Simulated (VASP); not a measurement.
# CuSi16 in VASP: single point with PBE+D3(BJ)

Aim: the single point of CuSi16 with PBE+D3(BJ).

Program: VASP 6.6.1. These are calculated values, not measurements. Logs are shortened: lines on timing, memory, paths and dates and some standing lists are left out, and cuts for length are marked.

### 1 The cell of the first run

The cell holds a slab with vacuum, 17 atoms: a = 7.667 Å, b = 7.667 Å, c = 21.203 Å, α = 90.00°, β = 90.00°, γ = 90.00°.

### 2 Single point, PBE+D3(BJ), collinear spin

Contents of INCAR:

```
SYSTEM = CuSi16
PREC = Accurate
ENCUT = 520
EDIFF = 1E-6
ISMEAR = 0
SIGMA = 0.05
LREAL = .False.
LASPH = .True.
NELM = 200
ALGO = Normal
ISIF = 2
LWAVE = .False.
LCHARG = .False.
ISPIN = 2
MAGMOM = 0 0 0 0 0 0 0 0 0 0 0 0 0 0 0 0 1
LORBIT = 11
LMAXMIX = 4
LDIPOL = .True.
IDIPOL = 3
DIPOL = 0.5 0.5 0.298
GGA = PE
IVDW = 12
NBANDS = 56
GGA_COMPAT = .False.
NELMDL = -8
KPAR = 4
```

Contents of KPOINTS:

```
regular mesh
0
Gamma
  4 4 1
  0 0 0
```

Contents of POSCAR:

```
CuSi16
1.0
    7.6666885535      0.0000000000      0.0000000000
    0.0000000000      7.6666885535      0.0000000000
    0.0000000000      0.0000000000     21.2034818118
Si Cu
16 1
Direct
    0.0000000000      0.2500000000      0.1886482624
    0.0000000000      0.7500000000      0.1886482624
    0.5000000000      0.2500000000      0.1886482624
    0.5000000000      0.7500000000      0.1886482624
    0.0000000000      0.0000000000      0.2525666263
    0.0000000000      0.5000000000      0.2525666263
    0.5000000000      0.0000000000      0.2525666263
    0.5000000000      0.5000000000      0.2525666263
    0.2500000000      0.0000000000      0.3191936750
    0.2500000000      0.5000000000      0.3191936750
    0.7500000000      0.0000000000      0.3191936750
    0.7500000000      0.5000000000      0.3191936750
    0.2500000000      0.2500000000      0.3821769407
    0.2500000000      0.7500000000      0.3821769407
    0.7500000000      0.2500000000      0.3821769407
    0.7500000000      0.7500000000      0.3821769407
    0.3333333333      0.3333333333      0.5000821047
```

Potentials or basis: VASP PAW PBE potentials, release 64 (Si, Cu).

Started as:

```sh
$ cat potpaw_PBE.64/Si/POTCAR potpaw_PBE.64/Cu/POTCAR > POTCAR
$ mpirun -np 4 vasp_std > vasp.out
```

OUTCAR:

```text
SYSTEM = CuSi16
   PREC = Accurate
   ENCUT = 520
   EDIFF = 1E-6
   ISMEAR = 0
   LREAL = .False.
   LASPH = .True.
   NELM = 200
   ISIF = 2
   ISPIN = 2
   LORBIT = 11
   GGA = PE
   IVDW = 12
   NELMDL = -8
 IVDW          = 12

 ion  position               nearest neighbor table
   1  0.000  0.250  0.189-   5 2.35   6 2.35
   2  0.000  0.750  0.189-   5 2.35   6 2.35
   3  0.500  0.250  0.189-   7 2.35   8 2.35
   4  0.500  0.750  0.189-   7 2.35   8 2.35
   5  0.000  0.000  0.253-   1 2.35   2 2.35   9 2.38  11 2.38
   6  0.000  0.500  0.253-   1 2.35   2 2.35  10 2.38  12 2.38
   7  0.500  0.000  0.253-   3 2.35   4 2.35   9 2.38  11 2.38
   8  0.500  0.500  0.253-   3 2.35   4 2.35  10 2.38  12 2.38
   9  0.250  0.000  0.319-  13 2.34  14 2.34   5 2.38   7 2.38
  10  0.250  0.500  0.319-  13 2.34  14 2.34   6 2.38   8 2.38
  11  0.750  0.000  0.319-  15 2.34  16 2.34   5 2.38   7 2.38
  12  0.750  0.500  0.319-  15 2.34  16 2.34   6 2.38   8 2.38
  13  0.250  0.250  0.382-   9 2.34  10 2.34  17 2.66
  14  0.250  0.750  0.382-   9 2.34  10 2.34
  15  0.750  0.250  0.382-  11 2.34  12 2.34
  16  0.750  0.750  0.382-  11 2.34  12 2.34
  17  0.333  0.333  0.500-  13 2.66

  LATTYP: Found a simple tetragonal cell.
 ALAT       =     7.6666885535
 C/A-ratio  =     2.7656636452

  Lattice vectors:

 A1 = (   7.6666885535,   0.0000000000,   0.0000000000)
 A2 = (   0.0000000000,   7.6666885535,   0.0000000000)
 A3 = (   0.0000000000,   0.0000000000,  21.2034818118)

Analysis of symmetry for initial positions (statically):
=====================================================================
 Subroutine PRICEL returns:
 Original cell was already a primitive cell.

 Routine SETGRP: Setting up the symmetry group for a
 simple tetragonal supercell.

 Subroutine GETGRP returns: Found  1 space group operations
 (whereof  1 operations were pure point group operations)
 out of a pool of 16 trial point group operations.

The static configuration has the point symmetry C_1 .

Analysis of symmetry for dynamics (positions and initial velocities):
=====================================================================
 Subroutine PRICEL returns:
 Original cell was already a primitive cell.

 Routine SETGRP: Setting up the symmetry group for a
 simple tetragonal supercell.

 Subroutine GETGRP returns: Found  1 space group operations
 (whereof  1 operations were pure point group operations)
 out of a pool of 16 trial point group operations.

The dynamic configuration has the point symmetry C_1 .

Analysis of structural, dynamic, and magnetic symmetry:
[... 180 lines left out ...]

 val. band max:       -2.0109521069   @ k =   0.0000   0.5000   0.0000
 cond. band min:      -1.9898774598   @ k =   0.0000   0.0000   0.0000
 fundamental gap:      0.0210746471
 Fermi energy:        -2.0028171450

 spin component 1

 k-point     1 :       0.0000    0.0000    0.0000
  band No.  band energies     occupation
      1     -12.8985      1.00000
      2     -11.4465      1.00000
      3     -11.2932      1.00000
      4     -11.1904      1.00000
      5     -10.7632      1.00000
      6      -9.6449      1.00000
[... 509 lines left out ...]
     48       1.5273      0.00000
     49       1.9070      0.00000
 Fermi energy:        -2.0028171450

 spin component 2

 k-point     1 :       0.0000    0.0000    0.0000
  band No.  band energies     occupation
      1     -12.8922      1.00000
      2     -11.4425      1.00000
      3     -11.2872      1.00000
      4     -11.1830      1.00000
      5     -10.7530      1.00000
      6      -9.6326      1.00000
[... 509 lines left out ...]
     48       1.5328      0.00000
     49       1.9140      0.00000
 [bands above 49 left out]

------------------------ aborting loop because EDIFF is reached ----------------------------------------

 vacuum level on the upper side and lower side of the slab       (xc-potential included)        -0.561         0.556

 Edisp (eV)   -3.87801

 E8    (eV) :    -1.6838

  FORCE on cell =-STRESS in cart. coord.  units (eV):
  Direction    XX          YY          ZZ          XY          YZ          ZX
  --------------------------------------------------------------------------------------
  -------------------------------------------------------------------------------------
  Total     -14.90370    -6.25402    -5.93956    -0.19608    -1.10346    -0.61052
  in kB     -19.15939    -8.03983    -7.63558    -0.25207    -1.41855    -0.78485
  external pressure =      -11.61 kB  Pullay stress =        0.00 kB

 VOLUME and BASIS-vectors are now :
 -----------------------------------------------------------------------------
  energy-cutoff  :      520.00
  volume of cell :     1246.30
      direct lattice vectors                 reciprocal lattice vectors
     7.666688554  0.000000000  0.000000000     0.130434410  0.000000000  0.000000000
     0.000000000  7.666688554  0.000000000     0.000000000  0.130434410  0.000000000
     0.000000000  0.000000000 21.203481812     0.000000000  0.000000000  0.047162066

 POSITION                                       TOTAL-FORCE (eV/Angst)
 -----------------------------------------------------------------------------------
      0.00000      1.91667      4.00000         0.026204      0.007057      0.157989
      0.00000      5.75002      4.00000        -0.145772      0.007859      0.044124
      3.83334      1.91667      4.00000        -0.011266      0.004502      0.165357
      3.83334      5.75002      4.00000         0.112659      0.004587      0.091601
      0.00000      0.00000      5.35529         0.061198      0.003157      0.010450
      0.00000      3.83334      5.35529         0.068443      0.030766     -0.003961
[... 9 lines left out ...]
      5.75002      5.75002      8.10348        -0.020475     -0.010694      0.021260
      2.55556      2.55556     10.60348        -0.227149     -0.406421     -1.693736
 -----------------------------------------------------------------------------------
    total drift:                                0.000005      0.000064     -0.000548

  FREE ENERGIE OF THE ION-ELECTRON SYSTEM (eV)
  ---------------------------------------------------
  free  energy   TOTEN  =       -78.2447545866 eV

  energy  without entropy=      -78.2268306012  energy(sigma->0) =      -78.23579259

 vacuum level on the upper side and lower side of the slab         2.171         3.326

 total charge

# of ion       s       p       d       tot
------------------------------------------
    1        0.862   0.721   0.000   1.583
    2        0.861   0.722   0.000   1.584
    3        0.861   0.723   0.000   1.584
    4        0.861   0.723   0.000   1.584
    5        0.775   0.896   0.000   1.671
    6        0.774   0.897   0.000   1.671
[... 9 lines left out ...]
   16        0.857   0.734   0.000   1.591
   17        0.364   0.031   9.357   9.752
--------------------------------------------------
tot         13.381  13.059   9.357  35.797

 magnetization (x)

# of ion       s       p       d       tot
------------------------------------------
    1        0.001   0.009   0.000   0.009
    2       -0.000   0.002   0.000   0.002
    3        0.001   0.010   0.000   0.011
    4       -0.000   0.002   0.000   0.002
    5       -0.000   0.001   0.000   0.001
    6       -0.000   0.001   0.000   0.001
[... 9 lines left out ...]
   16        0.000   0.004   0.000   0.004
   17       -0.000   0.000   0.001   0.001
--------------------------------------------------
tot          0.002   0.049   0.001   0.053
```

OSZICAR:

```text
N       E                     dE             d eps       ncg     rms          rms(c)
DAV:   1     0.396942031010E+03    0.39694E+03   -0.21982E+04  2240   0.944E+02
DAV:   2    -0.295112840615E+02   -0.42645E+03   -0.39672E+03  2960   0.179E+02
DAV:   3    -0.793780323845E+02   -0.49867E+02   -0.48144E+02  2720   0.624E+01
[... 13 lines left out ...]
DAV:  59    -0.743667398235E+02   -0.25083E-05   -0.52578E-06  2336   0.284E-02    0.190E-03
DAV:  60    -0.743667413854E+02   -0.15619E-05   -0.76008E-07  1816   0.461E-03    0.160E-03
DAV:  61    -0.743667436484E+02   -0.22630E-05   -0.15974E-07  1640   0.217E-03    0.150E-03
DAV:  62    -0.743667451749E+02   -0.15265E-05   -0.98128E-08  1752   0.304E-03    0.921E-04
DAV:  63    -0.743667459324E+02   -0.75753E-06   -0.12243E-07  1712   0.175E-03
   1 F= -.78244755E+02 E0= -.78235793E+02  d E =-.179240E-01  mag=     0.1664
```

Wall time 29 min (4 MPI ranks of AMD EPYC 9R45 (Zen 5), shared host); peak memory 2.2 GiB.

What came out:

```yaml
Free_energy: -78.2448 eV
Largest_force: 1.757 eV/Å
Net_moment: 0.17 μB per cell
Valence_electrons_inside_the_program's_atomic_spheres: Si 1.58, 1.67, 1.59 (each value once); Cu 9.75
Dispersion_energy_per_atom: -0.228 eV
```

Forces on the atoms (eV/Å):
```
Si   0.026  0.007  0.158
Si  -0.146  0.008  0.044
Si  -0.011  0.005  0.165
Si   0.113  0.005  0.092
Si   0.061  0.003  0.010
Si   0.068  0.031 -0.004
Si  -0.031  0.016 -0.069
Si  -0.036  0.007 -0.079
Si   0.015 -0.231  0.107
Si  -0.039  0.116  0.022
Si  -0.015 -0.108 -0.002
Si  -0.002  0.097 -0.005
Si   0.207  0.507  1.051
Si   0.021 -0.088  0.109
Si   0.017  0.043  0.073
Si  -0.020 -0.011  0.021
Cu  -0.227 -0.406 -1.694
```
